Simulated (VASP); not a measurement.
# Ge in VASP: notebook

Ge is run at these levels: PBE+D3(BJ); tasks: single point.

Program: VASP 6.6.1. These are calculated values, not measurements. Logs are shortened: lines on timing, memory, paths and dates and some standing lists are left out, and cuts for length are marked.

### 1 The cell of the first run

The cell holds a slab with vacuum, 4 atoms: a = 4.023 Å, b = 4.023 Å, c = 18.869 Å, α = 90.00°, β = 90.00°, γ = 120.00°.

### 2 Single point, PBE+D3(BJ)

INCAR reads:

```
PREC = Accurate
ENCUT = 520
EDIFF = 1E-6
ISMEAR = 0
SIGMA = 0.1
LREAL = F
LASPH = T
NELM = 60
ALGO = Normal
ISIF = 2
LWAVE = F
LCHARG = F
LDIPOL = T
IDIPOL = 3
DIPOL = 0.5 0.5 0.368
GGA = PE
IVDW = 12
NBANDS = 36
```

KPOINTS reads:

```
regular mesh
0
Gamma
  9 9 1
```

POSCAR reads:

```
Ge
1.0
    4.0226895311      0.0000000000      0.0000000000
   -2.0113447656      3.4837513255      0.0000000000
    0.0000000000      0.0000000000     18.8685220517
Ge
4
Direct
    0.3333333333      0.6666666667      0.2747571332
    0.6666666667      0.3333333333      0.2384924472
    0.8888888889      0.1111111111      0.4965159447
    0.5555555556      0.4444444444      0.4602512588
```

Potentials or basis: VASP PAW PBE potentials, release 64 (Ge_d).

Started as:

```console
cat potpaw_PBE.64/Ge_d/POTCAR > POTCAR
mpirun -np 1 vasp_std > vasp.out
```

OUTCAR:

```text
PREC = Accurate
   ENCUT = 520
   EDIFF = 1E-6
   ISMEAR = 0
   LREAL = F
   LASPH = T
   NELM = 60
   ISIF = 2
   GGA = PE
   IVDW = 12
 IVDW          = 12

 ion  position               nearest neighbor table
   1  0.333  0.667  0.275-   2 2.42   2 2.42   2 2.42
   2  0.667  0.333  0.238-   1 2.42   1 2.42   1 2.42
   3  0.889  0.111  0.497-   4 2.42   4 2.42   4 2.42
   4  0.556  0.444  0.460-   3 2.42   3 2.42   3 2.42

  LATTYP: Found a hexagonal cell.
 ALAT       =     4.0226895311
 C/A-ratio  =     4.6905240650

  Lattice vectors:

 A1 = (   4.0226895311,   0.0000000000,   0.0000000000)
 A2 = (  -2.0113447656,   3.4837513255,   0.0000000000)
 A3 = (   0.0000000000,   0.0000000000,  18.8685220517)

Analysis of symmetry for initial positions (statically):
=====================================================================
 Subroutine PRICEL returns:
 Original cell was already a primitive cell.

 Routine SETGRP: Setting up the symmetry group for a
 hexagonal supercell.

 Subroutine GETGRP returns: Found  2 space group operations
 (whereof  2 operations were pure point group operations)
 out of a pool of 24 trial point group operations.

The static configuration has the point symmetry C_1h.

Analysis of symmetry for dynamics (positions and initial velocities):
=====================================================================
 Subroutine PRICEL returns:
 Original cell was already a primitive cell.

 Routine SETGRP: Setting up the symmetry group for a
 hexagonal supercell.

 Subroutine GETGRP returns: Found  2 space group operations
 (whereof  2 operations were pure point group operations)
 out of a pool of 24 trial point group operations.

The dynamic configuration has the point symmetry C_1h.

 Subroutine INISYM returns: Found  2 space group operations
 (whereof  2 operations are pure point group operations),
 and found     1 'primitive' translations

----------------------------------------------------------------------------------------

                                     Primitive cell

  volume of cell :     264.4244

  direct lattice vectors                    reciprocal lattice vectors
     4.022689531  0.000000000  0.000000000     0.248589903  0.143523447  0.000000000
    -2.011344766  3.483751326  0.000000000     0.000000000  0.287046895  0.000000000
     0.000000000  0.000000000 18.868522052     0.000000000  0.000000000  0.052998322

  length of vectors
     4.022689531  4.022689531 18.868522052     0.287046895  0.287046895  0.052998322

  position of ions in fractional coordinates (direct lattice)
     0.333333333  0.666666667  0.274757133
     0.666666667  0.333333333  0.238492447
     0.888888889  0.111111111  0.496515945
     0.555555556  0.444444444  0.460251259

  ion indices of the primitive-cell ions
   primitive index   ion index
                 1           1
                 2           2
                 3           3
                 4           4

----------------------------------------------------------------------------------------

 KPOINTS: regular mesh

Automatic generation of k-mesh.
 Grid dimensions read from file:
 generate k-points for:    9    9    1

 Generating k-lattice:

  Cartesian coordinates                     Fractional coordinates (reciprocal lattice)
     0.027621100  0.015947050  0.000000000     0.111111111 -0.000000000  0.000000000
     0.000000000  0.031894099  0.000000000     0.000000000  0.111111111  0.000000000
     0.000000000  0.000000000  0.052998322     0.000000000  0.000000000  1.000000000

  Length of vectors
     0.031894099  0.031894099  0.052998322

  Shift w.r.t. Gamma in fractional coordinates (k-lattice)
     0.000000000  0.000000000  0.000000000

 Subroutine IBZKPT returns following result:
 ===========================================

 Found     25 irreducible k-points:

 Following reciprocal coordinates:
            Coordinates               Weight
  0.000000  0.000000  0.000000      1.000000
  0.111111  0.000000  0.000000      4.000000
 -0.111111  0.111111  0.000000      2.000000
  0.222222 -0.000000  0.000000      4.000000
 -0.222222  0.222222  0.000000      2.000000
  0.333333  0.000000  0.000000      4.000000
[... 16 lines left out ...]
 -0.222222 -0.444444  0.000000      4.000000
  0.444444  0.333333  0.000000      4.000000
   k-points           NKPTS =     25   k-points in BZ     NKDIM =     25   number of bands    NBANDS=     36
   number of dos      NEDOS =    301   number of ions     NIONS =      4
   total plane-waves  NPLWV = 126000
   dimension x,y,z NGX =    30 NGY =   30 NGZ =  140
   dimension x,y,z NGXF=    60 NGYF=   60 NGZF=  280
   ions per type =               4
   NGX,Y,Z   is equivalent  to a cutoff of  12.40, 12.40, 12.34 a.u.
   NGXF,Y,Z  is equivalent  to a cutoff of  24.80, 24.80, 24.67 a.u.
 SYSTEM =  unknown system
   PREC   = accura    normal or accurate (medium, high low for compatibility)
   ISTART =      0    job   : 0-new  1-cont  2-samecut
   ICHARG =      2    charge: 1-file 2-atom 10-const
   ISPIN  =      1    spin polarized calculation?
   LNONCOLLINEAR =      F non collinear calculations
   LSORBIT =      F    spin-orbit coupling
   LASPH  =      T    aspherical Exc in radial PAW
   ENCUT  =  520.0 eV  38.22 Ry    6.18 a.u.   7.48  7.48 35.08*2*pi/ulx,y,z
   NELM   =     60;   NELMIN=  2; NELMDL= -5     # of ELM steps
   EDIFF  = 0.1E-05   stopping-criterion for ELM
   LREAL  =      F    real-space projection
   EDIFFG = 0.1E-04   stopping-criterion for IOM
   NSW    =      0    number of steps for IOM
   IBRION =     -1    ionic relax: 0-MD 1-quasi-New 2-CG
   NFREE  =      0    steps in history (QN), initial steepest desc. (CG)
   ISIF   =      2    stress and relaxation
   ISYM   =      2    0-nonsym 1-usesym 2-fastsym
   POTIM  = 0.5000    time-step for ionic-motion
   TEBEG  =    0.0;   TEEND  =   0.0 temperature during run
   PSTRESS=    0.0 pullay stress
   NELECT =      56.0000    total number of electrons
   NUPDOWN=      -1.0000    fix difference up-down
   EMIN   =  10.00;   EMAX   =-10.00  energy-range for DOS
   EFERMI =   0.00;   METHOD = LEGACY
   ISMEAR =     0;   SIGMA  =   0.10  broadening in eV -4-tet -1-fermi 0-gaus
   EFERMI_NEDOS =   21; number of points for ismear=-14 and -15
   IALGO  =     38    algorithm
   IMIX   =      4    mixing-type and parameters
     AMIX     =   0.40;   BMIX     =  1.00
     AMIX_MAG =   1.60;   BMIX_MAG =  1.00
  volume/ion in A,a.u.               =      66.11       446.11
  Fermi-wavevector in a.u.,A,eV,Ry     =   0.975821  1.844035 12.955840  0.952227
  Thomas-Fermi vector in A             =   2.106391
   LORBIT       =      0    0 simple, 1 ext, 2 COOP (PROOUT), +10 PAW based schemes
   GGA     = PE    functional components
   LHFCALC =     F    Hartree Fock is set to
   AEXX    =    0.0000 exact exchange contribution
   IVDW    =    12    specifies the selected vdW correction
   LEPSILON=     F    determine dielectric tensor
   LRPA    =     F    only Hartree local field effects (RPA)
 non-spin polarized calculation
 Gauss-broadening in eV      SIGMA  =   0.10
  energy-cutoff  :      520.00
  volume of cell :      264.42
 maximum number of plane-waves:      7165
 NGX is ok and might be reduce to    30
   NGX = 15   NGY = 15   NGZ = 71

 number of electron      55.9999981 magnetization

 dipolmoment           0.000000      0.000000      0.010426 electrons x Angstroem

 Free energy of the ion-electron system (eV)
  ---------------------------------------------------
  ext. energy  EPLUGINS =         0.00000000
  ---------------------------------------------------
  free energy    TOTEN  =       -16.23251248 eV

  energy without entropy =      -16.23247713  energy(sigma->0) =      -16.23249481

 E-fermi :  -1.3765     XC(G=0):  -4.3586

 val. band max:       -1.6028991846   @ k =   0.3333   0.3333   0.0000
 cond. band min:      -1.1654337514   @ k =   0.3333   0.3333   0.0000
 fundamental gap:      0.4374654332
 Fermi energy:        -1.3764908085

 k-point     1 :       0.0000    0.0000    0.0000
  band No.  band energies     occupation
      1     -25.9257      2.00000
      2     -25.9254      2.00000
      3     -25.8752      2.00000
      4     -25.8749      2.00000
      5     -25.8726      2.00000
      6     -25.8213      2.00000
[... 28 lines left out ...]
     35       2.5942      0.00000
     36       2.6247      0.00000

 k-point     2 :       0.1111    0.0000    0.0000
  band No.  band energies     occupation
      1     -25.9320      2.00000
      2     -25.9303      2.00000
      3     -25.8868      2.00000
      4     -25.8681      2.00000
      5     -25.8569      2.00000
      6     -25.8271      2.00000
[... 28 lines left out ...]
     35       2.9724      0.00000
     36       3.0901      0.00000

 k-point     3 :      -0.1111    0.1111    0.0000
  band No.  band energies     occupation
      1     -25.9321      2.00000
      2     -25.9301      2.00000
      3     -25.8867      2.00000
      4     -25.8684      2.00000
      5     -25.8568      2.00000
      6     -25.8275      2.00000
[... 28 lines left out ...]
     35       2.9792      0.00000
     36       3.1331      0.00000
[... 742 lines left out ...]
 k-point    23 :      -0.2222   -0.4444    0.0000
  band No.  band energies     occupation
      1     -25.9647      2.00000
      2     -25.9348      2.00000
      3     -25.9273      2.00000
      4     -25.8585      2.00000
      5     -25.8369      2.00000
      6     -25.8321      2.00000
[... 28 lines left out ...]
     35       4.4679      0.00000
     36       5.3206      0.00000

 k-point    24 :       0.4444    0.3333    0.0000
  band No.  band energies     occupation
      1     -25.9647      2.00000
      2     -25.9348      2.00000
      3     -25.9273      2.00000
      4     -25.8585      2.00000
      5     -25.8369      2.00000
      6     -25.8323      2.00000
[... 28 lines left out ...]
     35       4.4697      0.00000
     36       5.3756      0.00000

 [... further k-points ...]

------------------------ aborting loop because EDIFF is reached ----------------------------------------

 vacuum level on the upper side and lower side of the slab       (xc-potential included)        -0.095        -0.224

 Edisp (eV)   -0.85159

 E8    (eV) :    -0.3931

  FORCE on cell =-STRESS in cart. coord.  units (eV):
  Direction    XX          YY          ZZ          XY          YZ          ZX
  --------------------------------------------------------------------------------------
  -------------------------------------------------------------------------------------
  Total      -0.15005    -0.17525    -0.84595    -0.02182    -0.01477     0.02559
  in kB      -0.90919    -1.06186    -5.12568    -0.13222    -0.08952     0.15505
  external pressure =       -2.37 kB  Pullay stress =        0.00 kB

 VOLUME and BASIS-vectors are now :
 -----------------------------------------------------------------------------
  energy-cutoff  :      520.00
  volume of cell :      264.42
      direct lattice vectors                 reciprocal lattice vectors
     4.022689531  0.000000000  0.000000000     0.248589903  0.143523447  0.000000000
    -2.011344766  3.483751326  0.000000000     0.000000000  0.287046895  0.000000000
     0.000000000  0.000000000 18.868522052     0.000000000  0.000000000  0.052998322

 POSITION                                       TOTAL-FORCE (eV/Angst)
 -----------------------------------------------------------------------------------
     -0.00000      2.32250      5.18426         0.001572     -0.000908      0.222263
      2.01134      1.16125      4.50000        -0.005269      0.003042      0.009589
      3.35224      0.38708      9.36852         0.013282     -0.007669      0.029406
      1.34090      1.54833      8.68426        -0.009585      0.005534     -0.261258
 -----------------------------------------------------------------------------------
    total drift:                                0.000014     -0.000009     -0.003579

  FREE ENERGIE OF THE ION-ELECTRON SYSTEM (eV)
  ---------------------------------------------------
  free  energy   TOTEN  =       -17.0841002715 eV

  energy  without entropy=      -17.0840649226  energy(sigma->0) =      -17.08408260

 vacuum level on the upper side and lower side of the slab         3.073         2.941
```

It took 3.2 min on 1 thread of AMD EPYC 9R45 (Zen 5), shared host; peak memory 0.42 GiB.

Results:

| Quantity | Value |
| --- | --- |
| Free energy | -17.0841 eV |
| Largest force | 0.261 eV/Å |
| Band gap on the k mesh | 0.44 eV, direct |
| Dispersion energy per atom | -0.213 eV |

Forces on the atoms (eV/Å):
```
Ge   0.002 -0.001  0.222
Ge  -0.005  0.003  0.010
Ge   0.013 -0.008  0.029
Ge  -0.010  0.006 -0.261
```

### 3 Single point, PBE+D3(BJ)

INCAR reads:

```
PREC     = Accurate       # precision mode
ENCUT    = 520            # plane-wave cutoff, eV
EDIFF    = 1E-6           # SCF threshold, eV
ISMEAR   = 0              # smearing method
SIGMA    = 0.1            # smearing width, eV
LREAL    = F              # projectors in reciprocal space
LASPH    = T              # aspherical terms in the spheres
NELM     = 60             # most SCF steps
ALGO     = Normal         # electronic algorithm
ISIF     = 2              # what is computed and relaxed
LWAVE    = F              # write WAVECAR
LCHARG   = F              # write CHGCAR
LDIPOL   = T            
IDIPOL   = 3            
DIPOL    = 0.5 0.5 0.381
GGA      = PE             # functional
IVDW     = 12             # dispersion correction
NBANDS   = 36             # bands
```

KPOINTS is that of step 2.

Edit POSCAR of step 2 so:

```diff
@@ -10,3 +10,3 @@
     0.6666666667      0.3333333333      0.2384924472
-    0.8888888889      0.1111111111      0.4965159447
-    0.5555555556      0.4444444444      0.4602512588
+    0.8888888889      0.1111111111      0.5240750719
+    0.5555555556      0.4444444444      0.4878103860
```

Potentials or basis: VASP PAW PBE potentials, release 64 (Ge_d).

Started as:

```console
cat potpaw_PBE.64/Ge_d/POTCAR > POTCAR
mpirun -np 1 vasp_std > vasp.out
```

Run time: 3.2 min. Hardware: 1 thread of AMD EPYC 9R45 (Zen 5), shared host; peak memory 0.42 GiB.

The run converged. Its results:

```
Free energy                : -16.9777 eV
Largest force              : 0.156 eV/Å
Band gap on the k mesh     : 0.23 eV, direct
Dispersion energy per atom : -0.196 eV
```

Forces in eV/Å, atoms in the order of the input:
```
Ge   0.000  0.000  0.142
Ge   0.002 -0.001  0.032
Ge   0.003 -0.002 -0.019
Ge  -0.005  0.003 -0.156
```

Levels at points of the mesh, in eV from the valence-band top:
| k point | band 25 | band 26 | band 27 | band 28 | band 29 | band 30 | band 31 | band 32 |
| --- | --- | --- | --- | --- | --- | --- | --- | --- |
| (0.00, 0.00, 0.00) | -0.34 | -0.34 | -0.30 | -0.30 | 0.63 | 0.77 | 2.11 | 3.37 |

### 4 Single point, PBE+D3(BJ)

INCAR reads:

```
SYSTEM = Ge
PREC = Accurate
ENCUT = 520
EDIFF = 1E-6
ISMEAR = 0
SIGMA = 0.1
LREAL = .False.
LASPH = .True.
NELM = 60
ALGO = Normal
ISIF = 2
LWAVE = .False.
LCHARG = .False.
LDIPOL = .True.
IDIPOL = 3
DIPOL = 0.5 0.5 0.399
GGA = PE
IVDW = 12
NBANDS = 36
```

KPOINTS reads:

```
Automatic mesh
0
Gamma
  9 9 1
  0 0 0
```

Edit POSCAR of step 3 so:

```diff
@@ -10,3 +10,3 @@
     0.6666666667      0.3333333333      0.2384924472
-    0.8888888889      0.1111111111      0.5240750719
-    0.5555555556      0.4444444444      0.4878103860
+    0.8888888889      0.1111111111      0.5601139306
+    0.5555555556      0.4444444444      0.5238492447
```

Potentials or basis: VASP PAW PBE potentials, release 64 (Ge_d).

Started as:

```console
cat potpaw_PBE.64/Ge_d/POTCAR > POTCAR
mpirun -np 1 vasp_std > vasp.out
```

OUTCAR:

```text
SYSTEM = Ge
   PREC = Accurate
   ENCUT = 520
   EDIFF = 1E-6
   ISMEAR = 0
   LREAL = .False.
   LASPH = .True.
   NELM = 60
   ISIF = 2
   GGA = PE
   IVDW = 12
 IVDW          = 12

 ion  position               nearest neighbor table
   1  0.333  0.667  0.275-   2 2.42   2 2.42   2 2.42
   2  0.667  0.333  0.238-   1 2.42   1 2.42   1 2.42
   3  0.889  0.111  0.560-   4 2.42   4 2.42   4 2.42
   4  0.556  0.444  0.524-   3 2.42   3 2.42   3 2.42

[... 1146 lines left out ...]
  Direction    XX          YY          ZZ          XY          YZ          ZX
  --------------------------------------------------------------------------------------
  -------------------------------------------------------------------------------------
  Total      -0.16950    -0.17147    -0.54810    -0.00171     0.00546    -0.00946
  in kB      -1.02701    -1.03898    -3.32101    -0.01037     0.03310    -0.05733
  external pressure =       -1.80 kB  Pullay stress =        0.00 kB

 VOLUME and BASIS-vectors are now :
 -----------------------------------------------------------------------------
  energy-cutoff  :      520.00
  volume of cell :      264.42
      direct lattice vectors                 reciprocal lattice vectors
     4.022689531  0.000000000  0.000000000     0.248589903  0.143523447  0.000000000
    -2.011344766  3.483751326  0.000000000     0.000000000  0.287046895  0.000000000
     0.000000000  0.000000000 18.868522052     0.000000000  0.000000000  0.052998322

 POSITION                                       TOTAL-FORCE (eV/Angst)
 -----------------------------------------------------------------------------------
     -0.00000      2.32250      5.18426         0.001234     -0.000713      0.076819
      2.01134      1.16125      4.50000         0.000726     -0.000419      0.022829
      3.35224      0.38708     10.56852         0.000503     -0.000291     -0.018716
      1.34090      1.54833      9.88426        -0.002463      0.001422     -0.080931
 -----------------------------------------------------------------------------------
    total drift:                               -0.000001     -0.000001     -0.004808

  FREE ENERGIE OF THE ION-ELECTRON SYSTEM (eV)
  ---------------------------------------------------
  free  energy   TOTEN  =       -16.8855319318 eV

  energy  without entropy=      -16.8829636187  energy(sigma->0) =      -16.88424778

 vacuum level on the upper side and lower side of the slab         2.995         3.001
```

stdout:

```text
POSCAR found type information on POSCAR Ge
 POSCAR found :  1 types and       4 ions
 scaLAPACK will be used
 LDA part: xc-table for (Slater+PW92), standard interpolation
 POSCAR, INCAR and KPOINTS ok, starting setup
 FFT: planning ... GRIDC
 FFT: planning ... GRID_SOFT
 FFT: planning ... GRID
 WAVECAR not read
 entering main loop
```

Run time: 3.1 min. Hardware: 1 thread of AMD EPYC 9R45 (Zen 5), shared host; peak memory 0.42 GiB.

What came out:

| Property | Result |
| --- | --- |
| Free energy | -16.8855 eV |
| Largest force | 0.081 eV/Å |
| Band gap on the k mesh | 0.09 eV, direct |
| Dispersion energy per atom | -0.180 eV |

Forces on the atoms (eV/Å):
```
Ge   0.001 -0.001  0.077
Ge   0.001  0.000  0.023
Ge   0.001  0.000 -0.019
Ge  -0.002  0.001 -0.081
```

Levels at points of the mesh, in eV from the valence-band top:
```tsv
k point	band 25	band 26	band 27	band 28	band 29	band 30	band 31	band 32
(0.00, 0.00, 0.00)	-0.40	-0.40	-0.39	-0.39	0.58	0.67	2.04	3.01
```
